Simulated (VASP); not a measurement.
# Al (Fm-3m) in VASP: a series of runs

The runs below take Al through single point, with PBE+D3(BJ).

Program: VASP 6.6.1. These are calculated values, not measurements. Logs are shortened: lines on timing, memory, paths and dates and some standing lists are left out, and cuts for length are marked.

### Step 1. The cell of the first run

Symmetry: Fm-3m, No. 225, cubic system. The conventional cell has a = 3.817 Å, b = 3.817 Å, c = 3.817 Å, α = 90.00°, β = 90.00°, γ = 90.00°. Al (site symmetry m-3m) has 12 Al at 2.70 Å within 3.6 Å.

### Step 2. Single point, PBE+D3(BJ) (volume scaled by 0.88)

Input file INCAR:

```
SYSTEM = Al
  PREC = Accurate
  ENCUT = 520
  EDIFF = 1E-6
  ISMEAR = 0
  SIGMA = 0.1
  LREAL = .FALSE.
  LASPH = .TRUE.
  NELM = 60
  ALGO = Normal
  ISIF = 2
  LWAVE = .FALSE.
  LCHARG = .TRUE.
  GGA = PE
  IVDW = 12
  LELF = .TRUE.
  LVHAR = .TRUE.
  NBANDS = 8
```

Input file KPOINTS:

```
Automatic mesh
0
G
  18 18 18
  0 0 0
```

Input file POSCAR:

```
Al
1.0
    0.0000000000      1.9082944588      1.9082944588
    1.9082944588      0.0000000000      1.9082944588
    1.9082944588      1.9082944588      0.0000000000
Al
1
Direct
    0.0000000000      0.0000000000      0.0000000000
```

Potentials or basis: VASP PAW PBE potentials, release 64 (Al).

Command:

```console
$ cat potpaw_PBE.64/Al/POTCAR > POTCAR
$ mpirun -np 1 vasp_std > vasp.out
```

OUTCAR:

```text
SYSTEM = Al
   PREC = Accurate
   ENCUT = 520
   EDIFF = 1E-6
   ISMEAR = 0
   LREAL = .FALSE.
   LASPH = .TRUE.
   NELM = 60
   ISIF = 2
   GGA = PE
   IVDW = 12
 IVDW          = 12

 ion  position               nearest neighbor table
   1  0.000  0.000  0.000-

  LATTYP: Found a face centered cubic cell.
 ALAT       =     3.8165889176

  Lattice vectors:

 A1 = (   0.0000000000,   1.9082944588,   1.9082944588)
 A2 = (   1.9082944588,   0.0000000000,   1.9082944588)
 A3 = (   1.9082944588,   1.9082944588,   0.0000000000)

Analysis of symmetry for initial positions (statically):
=====================================================================
 Subroutine PRICEL returns:
 Original cell was already a primitive cell.

 Routine SETGRP: Setting up the symmetry group for a
 face centered cubic supercell.

 Subroutine GETGRP returns: Found 48 space group operations
 (whereof 48 operations were pure point group operations)
 out of a pool of 48 trial point group operations.

The static configuration has the point symmetry O_h .

Analysis of symmetry for dynamics (positions and initial velocities):
=====================================================================
 Subroutine PRICEL returns:
 Original cell was already a primitive cell.

 Routine SETGRP: Setting up the symmetry group for a
 face centered cubic supercell.

 Subroutine GETGRP returns: Found 48 space group operations
 (whereof 48 operations were pure point group operations)
 out of a pool of 48 trial point group operations.

The dynamic configuration has the point symmetry O_h .

 Subroutine INISYM returns: Found 48 space group operations
 (whereof 48 operations are pure point group operations),
 and found     1 'primitive' translations

----------------------------------------------------------------------------------------

                                     Primitive cell

  volume of cell :      13.8984

  direct lattice vectors                    reciprocal lattice vectors
     0.000000000  1.908294459  1.908294459    -0.262014071  0.262014071  0.262014071
     1.908294459  0.000000000  1.908294459     0.262014071 -0.262014071  0.262014071
     1.908294459  1.908294459  0.000000000     0.262014071  0.262014071 -0.262014071

  length of vectors
     2.698735905  2.698735905  2.698735905     0.453821683  0.453821683  0.453821683

  position of ions in fractional coordinates (direct lattice)
     0.000000000  0.000000000  0.000000000
[... 77 lines left out ...]
   LREAL  =      F    real-space projection
   EDIFFG = 0.1E-04   stopping-criterion for IOM
   NSW    =      0    number of steps for IOM
   IBRION =     -1    ionic relax: 0-MD 1-quasi-New 2-CG
   NFREE  =      0    steps in history (QN), initial steepest desc. (CG)
   ISIF   =      2    stress and relaxation
   ISYM   =      2    0-nonsym 1-usesym 2-fastsym
   POTIM  = 0.5000    time-step for ionic-motion
   TEBEG  =    0.0;   TEEND  =   0.0 temperature during run
   PSTRESS=    0.0 pullay stress
   NELECT =       3.0000    total number of electrons
   NUPDOWN=      -1.0000    fix difference up-down
   EMIN   =  10.00;   EMAX   =-10.00  energy-range for DOS
   EFERMI =   0.00;   METHOD = LEGACY
   ISMEAR =     0;   SIGMA  =   0.10  broadening in eV -4-tet -1-fermi 0-gaus
   EFERMI_NEDOS =   21; number of points for ismear=-14 and -15
   IALGO  =     38    algorithm
   IMIX   =      4    mixing-type and parameters
     AMIX     =   0.40;   BMIX     =  1.00
     AMIX_MAG =   1.60;   BMIX_MAG =  1.00
  volume/ion in A,a.u.               =      13.90        93.79
  Fermi-wavevector in a.u.,A,eV,Ry     =   0.982034  1.855775 13.121333  0.964391
  Thomas-Fermi vector in A             =   2.113086
   LORBIT       =      0    0 simple, 1 ext, 2 COOP (PROOUT), +10 PAW based schemes
   GGA     = PE    functional components
   LHFCALC =     F    Hartree Fock is set to
   AEXX    =    0.0000 exact exchange contribution
   IVDW    =    12    specifies the selected vdW correction
   LEPSILON=     F    determine dielectric tensor
   LRPA    =     F    only Hartree local field effects (RPA)
 non-spin polarized calculation
 Gauss-broadening in eV      SIGMA  =   0.10
  energy-cutoff  :      520.00
  volume of cell :       13.90
 maximum number of plane-waves:       388
   NGX =  9   NGY =  9   NGZ =  9

 number of electron       3.0000000 magnetization

 Free energy of the ion-electron system (eV)
  ---------------------------------------------------
  ext. energy  EPLUGINS =         0.00000000
  ---------------------------------------------------
  free energy    TOTEN  =        -3.61049937 eV

  energy without entropy =       -3.60849766  energy(sigma->0) =       -3.60949851

 E-fermi :   9.9101     XC(G=0): -10.8339

 val. band max:        9.8990330481   @ k =  -0.3889   0.3889   0.0000
 cond. band min:       9.9720665749   @ k =   0.5000   0.3889   0.0000
 fundamental gap:      0.0730335268
 Fermi energy:         9.9100619884

 k-point     1 :       0.0000    0.0000    0.0000
  band No.  band energies     occupation
      1      -2.4617      2.00000
      2      23.5275      0.00000
      3      23.5275      0.00000
      4      23.5275      0.00000
      5      26.4193      0.00000
      6      26.4193      0.00000
      7      26.4193      0.00000
      8      27.6801      0.00000
[... 243 lines left out ...]
 k-point    24 :      -0.2222    0.0556    0.0000
  band No.  band energies     occupation
      1      -0.6274      2.00000
      2      14.1427      0.00000
      3      20.3012      0.00000
      4      23.3754      0.00000
      5      25.4797      0.00000
      6      26.5741      0.00000
      7      27.1848      0.00000
      8      29.6045      0.00000

 [... further k-points ...]

------------------------ aborting loop because EDIFF is reached ----------------------------------------

 Edisp (eV)   -0.40215

 E8    (eV) :    -0.1804

  FORCE on cell =-STRESS in cart. coord.  units (eV):
  Direction    XX          YY          ZZ          XY          YZ          ZX
  --------------------------------------------------------------------------------------
  -------------------------------------------------------------------------------------
  Total       1.26640     1.26640     1.26640    -0.00000     0.00000    -0.00000
  in kB     145.98761   145.98761   145.98761    -0.00000     0.00000    -0.00000
  external pressure =      145.99 kB  Pullay stress =        0.00 kB

 VOLUME and BASIS-vectors are now :
 -----------------------------------------------------------------------------
  energy-cutoff  :      520.00
  volume of cell :       13.90
      direct lattice vectors                 reciprocal lattice vectors
     0.000000000  1.908294459  1.908294459    -0.262014071  0.262014071  0.262014071
     1.908294459  0.000000000  1.908294459     0.262014071 -0.262014071  0.262014071
     1.908294459  1.908294459  0.000000000     0.262014071  0.262014071 -0.262014071

 POSITION                                       TOTAL-FORCE (eV/Angst)
 -----------------------------------------------------------------------------------
      0.00000      0.00000      0.00000         0.000000      0.000000      0.000000
 -----------------------------------------------------------------------------------
    total drift:                                0.000000      0.000000     -0.000000

  FREE ENERGIE OF THE ION-ELECTRON SYSTEM (eV)
  ---------------------------------------------------
  free  energy   TOTEN  =        -4.0126468527 eV

  energy  without entropy=       -4.0106451469  energy(sigma->0) =       -4.01164600
```

OSZICAR:

```text
N       E                     dE             d eps       ncg     rms          rms(c)
DAV:   1    -0.203652326460E+01   -0.20365E+01   -0.93530E+02  3120   0.210E+02
DAV:   2    -0.363073250487E+01   -0.15942E+01   -0.15448E+01  4360   0.203E+01
DAV:   3    -0.363784618355E+01   -0.71137E-02   -0.71123E-02  3984   0.156E+00
DAV:   4    -0.363786120875E+01   -0.15025E-04   -0.15025E-04  4824   0.597E-02
DAV:   5    -0.363786126657E+01   -0.57817E-07   -0.58783E-07  4168   0.187E-03    0.166E+00
DAV:   6    -0.362194314909E+01    0.15918E-01   -0.89079E-04  4208   0.145E-01    0.961E-01
DAV:   7    -0.361050641337E+01    0.11437E-01   -0.28827E-03  4208   0.242E-01    0.189E-01
DAV:   8    -0.361050140270E+01    0.50107E-05   -0.11403E-05  4584   0.230E-02    0.567E-02
DAV:   9    -0.361049936486E+01    0.20378E-05   -0.50497E-07  4360   0.379E-03    0.705E-04
DAV:  10    -0.361049936691E+01   -0.20500E-08   -0.29965E-09  3096   0.444E-04
   1 F= -.40126469E+01 E0= -.40116460E+01  d E =-.200171E-02
```

stdout:

```text
POSCAR found type information on POSCAR Al
 POSCAR found :  1 types and       1 ions
 scaLAPACK will be used
 LDA part: xc-table for (Slater+PW92), standard interpolation
 POSCAR, INCAR and KPOINTS ok, starting setup
 FFT: planning ... GRIDC
 FFT: planning ... GRID_SOFT
 FFT: planning ... GRID
 WAVECAR not read
 entering main loop
```

It took 10 s on 1 thread of Intel Xeon Platinum 8488C (Sapphire Rapids), shared host; peak memory 0.14 GiB.

What came out:

```
Free energy                : -4.0126 eV
Pressure                   : 14.6 GPa
Dispersion energy per atom : -0.402 eV
```

Caveat: pairwise dispersion overbinds metals, which lowers pressure and volume.

### Step 3. Single point, PBE+D3(BJ) (volume scaled by 0.91)

Input file INCAR:

```
ALGO = Normal
EDIFF = 1E-6
ENCUT = 520
GGA = PE
ISIF = 2
ISMEAR = 0
IVDW = 12
LASPH = T
LCHARG = F
LREAL = F
LWAVE = F
NBANDS = 8
NELM = 80
PREC = Accurate
SIGMA = 0.1
```

Input file KPOINTS:

```
k-points
0
Gamma
  18 18 18
```

Input file POSCAR:

```
Al
1.0
    0.0000000000      1.9297377644      1.9297377644
    1.9297377644      0.0000000000      1.9297377644
    1.9297377644      1.9297377644      0.0000000000
Al
1
Direct
    0.0000000000      0.0000000000      0.0000000000
```

Potentials or basis: VASP PAW PBE potentials, release 64 (Al).

Command:

```console
$ cat potpaw_PBE.64/Al/POTCAR > POTCAR
$ mpirun -np 1 vasp_std > vasp.out
```

Wall time 11 s (1 thread of Intel Xeon Platinum 8488C (Sapphire Rapids), shared host); peak memory 0.14 GiB.

The run converged. Its results:

| Property | Result |
| --- | --- |
| Free energy | -4.0488 eV |
| Pressure | 10.0 GPa |
| Dispersion energy per atom | -0.388 eV |

Levels at points of the mesh, in eV from the Fermi level:
```csv
k point,band 1,band 2,band 3,band 4,band 5
"(0.00, 0.00, 0.00)",-12.12,13.41,13.41,13.41,16.02
"(0.50, 0.00, 0.00)",-5.16,-4.58,12.12,12.12,12.98
"(0.50, 0.50, 0.00)",-3.26,-1.66,5.29,6.29,6.29
```

Caveat: pairwise dispersion overbinds metals, which lowers pressure and volume.

### Step 4. Single point, PBE+D3(BJ) (volume scaled by 0.94)

Input file INCAR:

```
ALGO = Normal ; EDIFF = 1E-6
ENCUT = 520 ; GGA = PE
ISIF = 2 ; ISMEAR = 0
IVDW = 12 ; LASPH = True
LCHARG = False ; LREAL = False
LWAVE = False ; NBANDS = 8
NELM = 60 ; PREC = Accurate
SIGMA = 0.1
```

KPOINTS is that of step 3.

Input file POSCAR:

```
Al
1.0
    0.0000000000      1.9507148183      1.9507148183
    1.9507148183      0.0000000000      1.9507148183
    1.9507148183      1.9507148183      0.0000000000
Al
1
Direct
    0.0000000000      0.0000000000      0.0000000000
```

Potentials or basis: VASP PAW PBE potentials, release 64 (Al).

Command:

```console
$ cat potpaw_PBE.64/Al/POTCAR > POTCAR
$ mpirun -np 1 vasp_std > vasp.out
```

OUTCAR:

```text
EDIFF = 1E-6
   ENCUT = 520
   GGA = PE
   ISIF = 2
   ISMEAR = 0
   IVDW = 12
   LASPH = True
   LREAL = False
   NELM = 60
   PREC = Accurate
 IVDW          = 12

 ion  position               nearest neighbor table
   1  0.000  0.000  0.000-

  LATTYP: Found a face centered cubic cell.
 ALAT       =     3.9014296366

  Lattice vectors:

 A1 = (   0.0000000000,   1.9507148183,   1.9507148183)
 A2 = (   1.9507148183,   0.0000000000,   1.9507148183)
 A3 = (   1.9507148183,   1.9507148183,   0.0000000000)

Analysis of symmetry for initial positions (statically):
=====================================================================
 Subroutine PRICEL returns:
 Original cell was already a primitive cell.

 Routine SETGRP: Setting up the symmetry group for a
 face centered cubic supercell.

 Subroutine GETGRP returns: Found 48 space group operations
 (whereof 48 operations were pure point group operations)
 out of a pool of 48 trial point group operations.

The static configuration has the point symmetry O_h .

Analysis of symmetry for dynamics (positions and initial velocities):
[... 159 lines left out ...]

 val. band max:        9.1294759754   @ k =  -0.3333   0.4444   0.1111
 cond. band min:       9.1846991153   @ k =  -0.3333   0.3889   0.0556
 fundamental gap:      0.0552231400
 Fermi energy:         9.1457795204

 k-point     1 :       0.0000    0.0000    0.0000
  band No.  band energies     occupation
      1      -2.7372      2.00000
      2      22.3695      0.00000
      3      22.3695      0.00000
      4      22.3695      0.00000
      5      24.6992      0.00000
      6      24.6992      0.00000
      7      24.6992      0.00000
      8      26.4011      0.00000
[... 243 lines left out ...]
 k-point    24 :      -0.2222    0.0556    0.0000
  band No.  band energies     occupation
      1      -0.9793      2.00000
      2      13.2270      0.00000
      3      19.1057      0.00000
      4      22.1123      0.00000
      5      24.0316      0.00000
      6      25.1336      0.00000
      7      25.6612      0.00000
      8      27.9753      0.00000

 [... further k-points ...]

------------------------ aborting loop because EDIFF is reached ----------------------------------------

 Edisp (eV)   -0.37543

 E8    (eV) :    -0.1682

  FORCE on cell =-STRESS in cart. coord.  units (eV):
  Direction    XX          YY          ZZ          XY          YZ          ZX
  --------------------------------------------------------------------------------------
  -------------------------------------------------------------------------------------
  Total       0.55835     0.55835     0.55835     0.00000     0.00000     0.00000
  in kB      60.25660    60.25660    60.25660     0.00000     0.00000     0.00000
  external pressure =       60.26 kB  Pullay stress =        0.00 kB

 VOLUME and BASIS-vectors are now :
 -----------------------------------------------------------------------------
  energy-cutoff  :      520.00
  volume of cell :       14.85
      direct lattice vectors                 reciprocal lattice vectors
     0.000000000  1.950714818  1.950714818    -0.256316298  0.256316298  0.256316298
     1.950714818  0.000000000  1.950714818     0.256316298 -0.256316298  0.256316298
     1.950714818  1.950714818  0.000000000     0.256316298  0.256316298 -0.256316298

 POSITION                                       TOTAL-FORCE (eV/Angst)
 -----------------------------------------------------------------------------------
      0.00000      0.00000      0.00000         0.000000      0.000000      0.000000
 -----------------------------------------------------------------------------------
    total drift:                                0.000000     -0.000000     -0.000000

  FREE ENERGIE OF THE ION-ELECTRON SYSTEM (eV)
  ---------------------------------------------------
  free  energy   TOTEN  =        -4.0722409647 eV

  energy  without entropy=       -4.0696807559  energy(sigma->0) =       -4.07096086
```

OSZICAR:

```text
N       E                     dE             d eps       ncg     rms          rms(c)
DAV:   1    -0.208381323679E+01   -0.20838E+01   -0.93089E+02  3128   0.210E+02
DAV:   2    -0.371460207648E+01   -0.16308E+01   -0.15556E+01  4424   0.203E+01
DAV:   3    -0.372170582955E+01   -0.71038E-02   -0.71005E-02  4000   0.150E+00
DAV:   4    -0.372172261542E+01   -0.16786E-04   -0.16785E-04  4944   0.617E-02
DAV:   5    -0.372172266638E+01   -0.50961E-07   -0.51237E-07  4040   0.168E-03    0.151E+00
DAV:   6    -0.370730243802E+01    0.14420E-01   -0.11602E-03  4312   0.164E-01    0.875E-01
DAV:   7    -0.369681913433E+01    0.10483E-01   -0.36061E-03  4200   0.270E-01    0.170E-01
DAV:   8    -0.369681574827E+01    0.33861E-05   -0.11496E-05  4464   0.239E-02    0.297E-02
DAV:   9    -0.369681390974E+01    0.18385E-05   -0.66384E-07  4440   0.397E-03    0.565E-04
DAV:  10    -0.369681378880E+01    0.12094E-06   -0.26874E-09  3032   0.405E-04
   1 F= -.40722410E+01 E0= -.40709609E+01  d E =-.256021E-02
```

Run time: 10 s. Hardware: 1 thread of Intel Xeon Platinum 8488C (Sapphire Rapids), shared host; peak memory 0.15 GiB.

Results:

* Free energy: -4.0722 eV
* Pressure: 6.0 GPa
* Dispersion energy per atom: -0.375 eV

Caveat: pairwise dispersion overbinds metals, which lowers pressure and volume.

### Step 5. Single point, PBE+D3(BJ) (volume scaled by 0.97)

Input file INCAR:

```
SYSTEM = Al
  ALGO = Fast
  EDIFF = 1E-6
  ENCUT = 520
  GGA = PE
  ISIF = 2
  ISMEAR = 0
  IVDW = 12
  LASPH = .TRUE.
  LCHARG = .FALSE.
  LREAL = .FALSE.
  LWAVE = .FALSE.
  NBANDS = 8
  NELM = 100
  PREC = Accurate
  SIGMA = 0.1
```

Input file KPOINTS:

```
k-points
0
G
  18 18 18
  0 0 0
```

Input file POSCAR:

```
Al
1.0
    0.0000000000      1.9712501676      1.9712501676
    1.9712501676      0.0000000000      1.9712501676
    1.9712501676      1.9712501676      0.0000000000
Al
1
Direct
    0.0000000000      0.0000000000      0.0000000000
```

Command:

```console
$ cat potpaw_PBE.64/Al/POTCAR > POTCAR
$ mpirun -np 1 vasp_std > vasp.out
```

Wall time 11 s (1 thread of Intel Xeon Platinum 8488C (Sapphire Rapids), shared host); peak memory 0.15 GiB.

It converged, with:

* Free energy: -4.0850 eV
* Pressure: 2.7 GPa
* Dispersion energy per atom: -0.363 eV

Levels at points of the mesh, in eV from the Fermi level:
```tsv
k point	band 1	band 2	band 3	band 4	band 5
(0.00, 0.00, 0.00)	-11.65	13.04	13.04	13.04	15.11
(0.50, 0.00, 0.00)	-4.89	-4.48	11.81	11.81	12.23
(0.50, 0.50, 0.00)	-3.10	-1.62	5.28	5.96	5.96
```

Caveat: pairwise dispersion overbinds metals, which lowers pressure and volume.

### Step 6. The runs side by side

| cell | gap on the mesh (eV) | pressure (GPa) |
| --- | --- | --- |
| a = 2.699 Å, angles 60.0°, 1 atom | none | 14.6 |
| a = 2.729 Å, angles 60.0°, 1 atom | none | 10.0 |
| a = 2.759 Å, angles 60.0°, 1 atom | none | 6.0 |
| a = 2.788 Å, angles 60.0°, 1 atom | none | 2.7 |

Alike in all rows: task single point; level PBE+D3(BJ); potentials or basis VASP PAW PBE potentials, release 64 (Al); no spin polarisation; k mesh 18 × 18 × 18; cutoff (eV) 520; smearing gaussian 0.1 eV.

Caveats: pairwise dispersion overbinds metals, which lowers pressure and volume.

Absolute energies hang on the potentials; compare differences alone.
